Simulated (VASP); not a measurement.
# NaH (I4/mmm) in VASP: further runs

The runs below take NaH through single point, with PBE.

Program: VASP 6.6.1. These are calculated values, not measurements. Logs are shortened: lines on timing, memory, paths and dates and some standing lists are left out, and cuts for length are marked.

### Step 1. The cell of the first run

The structure is tetragonal, space group I4/mmm (No. 139). The conventional cell has a = 3.364 Å, b = 3.364 Å, c = 5.124 Å, α = 90.00°, β = 90.00°, γ = 90.00°. Na (site symmetry 4/mmm) has 6 H at 2.38 to 2.56 Å within 3.1 Å. Within 3.1 Å of H (site symmetry 4/mmm) lie 6 Na at 2.38 to 2.56 Å.

### Step 2. Single point, PBE (strain -0.025 along x and y, +0.050 along z)

INCAR reads:

```
PREC = Accurate
ENCUT = 520
EDIFF = 1E-7
ISMEAR = 0
SIGMA = 0.05
LREAL = F
LASPH = T
NELM = 60
ALGO = Normal
ISIF = 2
LWAVE = F
LCHARG = F
GGA = PE
NBANDS = 11
```

KPOINTS reads:

```
Automatic mesh
0
Gamma
  8 8 8
```

POSCAR reads:

```
NaH
1.0
    0.0000000000      2.3790000000      2.5620000000
    2.3790000000      0.0000000000      2.5620000000
    2.3790000000      2.3790000000      0.0000000000
Na H
1 1
Direct
    0.0000000000      0.0000000000      0.0000000000
    0.5000000000      0.5000000000      0.5000000000
```

Potentials or basis: VASP PAW PBE potentials, release 64 (Na_pv, H).

Run with:

```console
cat potpaw_PBE.64/Na_pv/POTCAR potpaw_PBE.64/H/POTCAR > POTCAR
mpirun -np 1 vasp_std > vasp.out
```

OUTCAR:

```text
PREC = Accurate
   ENCUT = 520
   EDIFF = 1E-7
   ISMEAR = 0
   LREAL = F
   LASPH = T
   NELM = 60
   ISIF = 2
   GGA = PE

 ion  position               nearest neighbor table
   1  0.000  0.000  0.000-
   2  0.500  0.500  0.500-

  LATTYP: Found a body centered tetragonal cell.
 ALAT       =     3.3644140649
 C/A-ratio  =     1.5229992210

  Lattice vectors:

 A1 = (  -2.3790000000,   0.0000000000,   2.5620000000)
 A2 = (   2.3790000000,   0.0000000000,   2.5620000000)
 A3 = (   0.0000000000,   2.3790000000,  -2.5620000000)

Analysis of symmetry for initial positions (statically):
=====================================================================
 Subroutine PRICEL returns:
 Original cell was already a primitive cell.

 Routine SETGRP: Setting up the symmetry group for a
 body centered tetragonal supercell.

 Subroutine GETGRP returns: Found 16 space group operations
 (whereof 16 operations were pure point group operations)
 out of a pool of 16 trial point group operations.

The static configuration has the point symmetry D_4h.

Analysis of symmetry for dynamics (positions and initial velocities):
=====================================================================
 Subroutine PRICEL returns:
 Original cell was already a primitive cell.

 Routine SETGRP: Setting up the symmetry group for a
 body centered tetragonal supercell.

 Subroutine GETGRP returns: Found 16 space group operations
 (whereof 16 operations were pure point group operations)
 out of a pool of 16 trial point group operations.

The dynamic configuration has the point symmetry D_4h.

 Subroutine INISYM returns: Found 16 space group operations
 (whereof 16 operations are pure point group operations),
 and found     1 'primitive' translations

----------------------------------------------------------------------------------------

                                     Primitive cell

  volume of cell :      29.0000

  direct lattice vectors                    reciprocal lattice vectors
     0.000000000  2.379000000  2.562000000    -0.210172341  0.210172341  0.195160031
     2.379000000  0.000000000  2.562000000     0.210172341 -0.210172341  0.195160031
     2.379000000  2.379000000  0.000000000     0.210172341  0.210172341 -0.195160031

  length of vectors
     3.496210091  3.496210091  3.364414065     0.355573148  0.355573148  0.355573148

  position of ions in fractional coordinates (direct lattice)
     0.000000000  0.000000000  0.000000000
     0.500000000  0.500000000  0.500000000

  ion indices of the primitive-cell ions
   primitive index   ion index
                 1           1
                 2           2

----------------------------------------------------------------------------------------

 KPOINTS: Automatic mesh

Automatic generation of k-mesh.
 Grid dimensions read from file:
 generate k-points for:    8    8    8

 Generating k-lattice:

  Cartesian coordinates                     Fractional coordinates (reciprocal lattice)
    -0.026271543  0.026271543  0.024395004     0.125000000 -0.000000000  0.000000000
     0.026271543 -0.026271543  0.024395004    -0.000000000  0.125000000  0.000000000
     0.026271543  0.026271543 -0.024395004     0.000000000  0.000000000  0.125000000

  Length of vectors
     0.044446644  0.044446644  0.044446644

  Shift w.r.t. Gamma in fractional coordinates (k-lattice)
     0.000000000  0.000000000  0.000000000

 Subroutine IBZKPT returns following result:
 ===========================================

 Found     59 irreducible k-points:

 Following reciprocal coordinates:
            Coordinates               Weight
  0.000000  0.000000  0.000000      1.000000
  0.125000 -0.000000  0.000000      8.000000
  0.250000 -0.000000  0.000000      8.000000
  0.375000 -0.000000  0.000000      8.000000
  0.500000 -0.000000  0.000000      4.000000
  0.125000  0.125000  0.000000      2.000000
[... 16 lines left out ...]
  0.250000 -0.000000  0.125000     16.000000
  0.375000 -0.000000  0.125000     16.000000
 [... further k-points ...]
   k-points           NKPTS =     59   k-points in BZ     NKDIM =     59   number of bands    NBANDS=     11
   number of dos      NEDOS =    301   number of ions     NIONS =      2
   total plane-waves  NPLWV =  21952
   dimension x,y,z NGX =    28 NGY =   28 NGZ =   28
   dimension x,y,z NGXF=    56 NGYF=   56 NGZF=   56
   ions per type =               1   1
   NGX,Y,Z   is equivalent  to a cutoff of  13.31, 13.31, 13.84 a.u.
   NGXF,Y,Z  is equivalent  to a cutoff of  26.63, 26.63, 27.67 a.u.
 SYSTEM =  unknown system
   PREC   = accura    normal or accurate (medium, high low for compatibility)
   ISTART =      0    job   : 0-new  1-cont  2-samecut
   ICHARG =      2    charge: 1-file 2-atom 10-const
   ISPIN  =      1    spin polarized calculation?
   LNONCOLLINEAR =      F non collinear calculations
   LSORBIT =      F    spin-orbit coupling
   LASPH  =      T    aspherical Exc in radial PAW
   ENCUT  =  520.0 eV  38.22 Ry    6.18 a.u.   6.50  6.50  6.26*2*pi/ulx,y,z
   NELM   =     60;   NELMIN=  2; NELMDL= -5     # of ELM steps
   EDIFF  = 0.1E-06   stopping-criterion for ELM
   LREAL  =      F    real-space projection
   EDIFFG = 0.1E-05   stopping-criterion for IOM
   NSW    =      0    number of steps for IOM
   IBRION =     -1    ionic relax: 0-MD 1-quasi-New 2-CG
   NFREE  =      0    steps in history (QN), initial steepest desc. (CG)
   ISIF   =      2    stress and relaxation
   ISYM   =      2    0-nonsym 1-usesym 2-fastsym
   POTIM  = 0.5000    time-step for ionic-motion
   TEBEG  =    0.0;   TEEND  =   0.0 temperature during run
   PSTRESS=    0.0 pullay stress
   NELECT =       8.0000    total number of electrons
   NUPDOWN=      -1.0000    fix difference up-down
   EMIN   =  10.00;   EMAX   =-10.00  energy-range for DOS
   EFERMI =   0.00;   METHOD = LEGACY
   ISMEAR =     0;   SIGMA  =   0.05  broadening in eV -4-tet -1-fermi 0-gaus
   EFERMI_NEDOS =   21; number of points for ismear=-14 and -15
   IALGO  =     38    algorithm
   IMIX   =      4    mixing-type and parameters
     AMIX     =   0.40;   BMIX     =  1.00
     AMIX_MAG =   1.60;   BMIX_MAG =  1.00
  volume/ion in A,a.u.               =      14.50        97.85
  Fermi-wavevector in a.u.,A,eV,Ry     =   1.065709  2.013899 15.452636  1.135737
  Thomas-Fermi vector in A             =   2.201270
   LORBIT       =      0    0 simple, 1 ext, 2 COOP (PROOUT), +10 PAW based schemes
   GGA     = PE    functional components
   LHFCALC =     F    Hartree Fock is set to
   AEXX    =    0.0000 exact exchange contribution
   IVDW    =     0    specifies the selected vdW correction
   LEPSILON=     F    determine dielectric tensor
   LRPA    =     F    only Hartree local field effects (RPA)
 non-spin polarized calculation
 Gauss-broadening in eV      SIGMA  =   0.05
  energy-cutoff  :      520.00
  volume of cell :       29.00
 maximum number of plane-waves:       799
 NGX is ok and might be reduce to    28
   NGX = 13   NGY = 13   NGZ = 13

 number of electron       8.0000002 magnetization

 Free energy of the ion-electron system (eV)
  ---------------------------------------------------
  ext. energy  EPLUGINS =         0.00000000
  ---------------------------------------------------
  free energy    TOTEN  =        -5.07757434 eV

  energy without entropy =       -5.07757434  energy(sigma->0) =       -5.07757434

 E-fermi :  -0.9179     XC(G=0):  -7.6722

 val. band max:       -1.1326519050   @ k =  -0.2500   0.2500   0.5000
 cond. band min:       2.5326797256   @ k =   0.5000  -0.0000   0.0000
 fundamental gap:      3.6653316306
 Fermi energy:        -0.9179344602

 k-point     1 :       0.0000    0.0000    0.0000
  band No.  band energies     occupation
      1     -23.3604      2.00000
      2     -23.3335      2.00000
      3     -23.3335      2.00000
      4      -4.7385      2.00000
      5       8.8979      0.00000
      6      13.9936      0.00000
      7      14.3770      0.00000
      8      14.3770      0.00000
      9      14.9659      0.00000
     10      15.0419      0.00000
     11      15.0419      0.00000

 k-point     2 :       0.1250   -0.0000    0.0000
  band No.  band energies     occupation
      1     -23.3659      2.00000
      2     -23.3429      2.00000
      3     -23.3344      2.00000
      4      -4.4756      2.00000
      5       8.0800      0.00000
      6      11.6243      0.00000
      7      13.1783      0.00000
      8      13.6459      0.00000
      9      15.8483      0.00000
     10      16.0691      0.00000
     11      16.1419      0.00000

 k-point     3 :       0.2500   -0.0000    0.0000
  band No.  band energies     occupation
      1     -23.3882      2.00000
      2     -23.3564      2.00000
      3     -23.3365      2.00000
      4      -3.7286      2.00000
      5       5.8926      0.00000
      6      10.1038      0.00000
      7      12.2360      0.00000
      8      13.0102      0.00000
      9      15.3039      0.00000
     10      16.6165      0.00000
     11      17.3390      0.00000

 k-point     4 :       0.3750   -0.0000    0.0000
  band No.  band energies     occupation
      1     -23.4164      2.00000
      2     -23.3636      2.00000
      3     -23.3387      2.00000
      4      -2.6832      2.00000
      5       3.6194      0.00000
      6       9.4898      0.00000
      7      11.6467      0.00000
      8      12.6747      0.00000
      9      14.6293      0.00000
     10      15.8911      0.00000
     11      17.6190      0.00000

 k-point     5 :       0.5000   -0.0000    0.0000
  band No.  band energies     occupation
      1     -23.4284      2.00000
      2     -23.3661      2.00000
      3     -23.3395      2.00000
      4      -2.0359      2.00000
      5       2.5327      0.00000
      6       9.3151      0.00000
      7      11.4449      0.00000
      8      12.5763      0.00000
      9      14.4030      0.00000
     10      15.5628      0.00000
     11      17.4603      0.00000
[... 211 lines left out ...]
 k-point    21 :       0.5000    0.5000    0.0000
  band No.  band energies     occupation
      1     -23.4330      2.00000
      2     -23.3562      2.00000
      3     -23.3561      2.00000
      4      -1.6299      2.00000
      5       2.8571      0.00000
      6       9.2289      0.00000
      7       9.9331      0.00000
      8       9.9331      0.00000
      9      10.5581      0.00000
     10      21.6506      0.00000
     11      24.3570      0.00000

 k-point    22 :       0.1250    0.0000    0.1250
  band No.  band energies     occupation
      1     -23.3639      2.00000
      2     -23.3465      2.00000
      3     -23.3394      2.00000
      4      -4.3723      2.00000
      5       8.0225      0.00000
      6      11.9966      0.00000
      7      12.1793      0.00000
      8      12.2023      0.00000
      9      15.4306      0.00000
     10      17.5251      0.00000
     11      17.8358      0.00000

 k-point    23 :       0.2500   -0.0000    0.1250
  band No.  band energies     occupation
      1     -23.3779      2.00000
      2     -23.3610      2.00000
      3     -23.3421      2.00000
      4      -3.7765      2.00000
      5       6.5749      0.00000
      6       9.7112      0.00000
      7      11.2565      0.00000
      8      13.3436      0.00000
      9      14.5320      0.00000
     10      16.9173      0.00000
     11      17.9735      0.00000

 k-point    24 :       0.3750   -0.0000    0.1250
  band No.  band energies     occupation
      1     -23.4060      2.00000
      2     -23.3673      2.00000
      3     -23.3448      2.00000
      4      -2.8173      2.00000
      5       4.4185      0.00000
      6       8.5742      0.00000
      7      10.8850      0.00000
      8      13.1357      0.00000
      9      14.5789      0.00000
     10      16.8711      0.00000
     11      17.5803      0.00000

 [... further k-points ...]
[... 5 lines left out ...]
  --------------------------------------------------------------------------------------
  -------------------------------------------------------------------------------------
  Total        0.0323743      0.0323743     -0.3115793      0.0000000      0.0000000      0.0000000
  in kB        1.7886006      1.7886006    -17.2139752      0.0000000      0.0000000      0.0000000
  external PRESSURE =      -4.5455913 kB  Pullay stress =       0.0000000 kB

 VOLUME and BASIS-vectors are now :
 -----------------------------------------------------------------------------
  energy-cutoff  :      520.00
  volume of cell :       29.00
      direct lattice vectors                 reciprocal lattice vectors
     0.000000000  2.379000000  2.562000000    -0.210172341  0.210172341  0.195160031
     2.379000000  0.000000000  2.562000000     0.210172341 -0.210172341  0.195160031
     2.379000000  2.379000000  0.000000000     0.210172341  0.210172341 -0.195160031

 POSITION                                       TOTAL-FORCE (eV/Angst)
 -----------------------------------------------------------------------------------
      0.00000      0.00000      0.00000        -0.000000      0.000000     -0.000000
      2.37900      2.37900      2.56200         0.000000     -0.000000      0.000000
 -----------------------------------------------------------------------------------
    total drift:                               -0.000000     -0.000000      0.000000

  FREE ENERGIE OF THE ION-ELECTRON SYSTEM (eV)
  ---------------------------------------------------
  free  energy   TOTEN  =        -5.0775743404 eV

  energy  without entropy=       -5.0775743404  energy(sigma->0) =       -5.07757434
```

Wall time 9.7 s (1 thread of Intel Xeon 6975P-C (Granite Rapids), shared host); peak memory 0.15 GiB.

Results:

- Free energy: -5.0776 eV
- Pressure: -0.5 GPa
- Band gap on the k mesh: 3.67 eV, indirect (least direct gap 4.49 eV)

Stress tensor (GPa, compression positive):
```
 0.18  0.00  0.00
 0.00  0.18  0.00
 0.00  0.00 -1.72
```

Caveat: the cell differs from its parent crystal (strain -0.025 along x and y, +0.050 along z). A k mesh can miss the band edges.

### Step 3. Single point, PBE (strain +0.025 along x and y, -0.050 along z)

INCAR reads:

```
  ALGO = Normal
  EDIFF = 1E-6
  ENCUT = 520
  GGA = PE
  ISIF = 2
  ISMEAR = 0
  LASPH = T
  LCHARG = T
  LELF = T
  LREAL = F
  LVHAR = T
  LWAVE = F
  NBANDS = 11
  NELM = 100
  PREC = Accurate
  SIGMA = 0.05
```

KPOINTS reads:

```
k-points
0
Gamma
  8 8 8
```

POSCAR reads:

```
NaH
1.0
    0.0000000000      2.5010000000      2.3180000000
    2.5010000000      0.0000000000      2.3180000000
    2.5010000000      2.5010000000      0.0000000000
Na H
1 1
Direct
    0.0000000000      0.0000000000      0.0000000000
    0.5000000000      0.5000000000      0.5000000000
```

Potentials or basis: VASP PAW PBE potentials, release 64 (Na_pv, H).

Run with:

```console
cat potpaw_PBE.64/Na_pv/POTCAR potpaw_PBE.64/H/POTCAR > POTCAR
mpirun -np 1 vasp_std > vasp.out
```

It took 9.8 s on 1 thread of Intel Xeon 6975P-C (Granite Rapids), shared host; peak memory 0.15 GiB.

It converged, with:

- Free energy: -5.0761 eV
- Pressure: -0.4 GPa
- Band gap on the k mesh: 3.66 eV, indirect (least direct gap 4.57 eV)

Stress tensor (GPa, compression positive):
```
-1.19  0.00  0.00
 0.00 -1.19  0.00
 0.00  0.00  1.10
```

Levels at points of the mesh, in eV from the valence-band top:
```csv
k point,band 1,band 2,band 3,band 4,band 5,band 6,band 7,band 8
"(0.00, 0.00, 0.00)",-22.23,-22.23,-22.20,-3.61,10.03,15.25,15.25,15.62
"(0.50, 0.00, 0.00)",-22.30,-22.24,-22.21,-0.91,3.66,10.45,12.61,13.64
"(0.50, 0.50, 0.00)",-22.28,-22.26,-22.26,-0.02,5.14,9.38,9.83,9.83
"(0.50, 0.00, 0.50)",-22.30,-22.25,-22.23,-0.37,4.23,10.15,10.73,10.84
```

Caveat: the cell differs from its parent crystal (strain +0.025 along x and y, -0.050 along z).

(Part 1 of 2 ends here.)
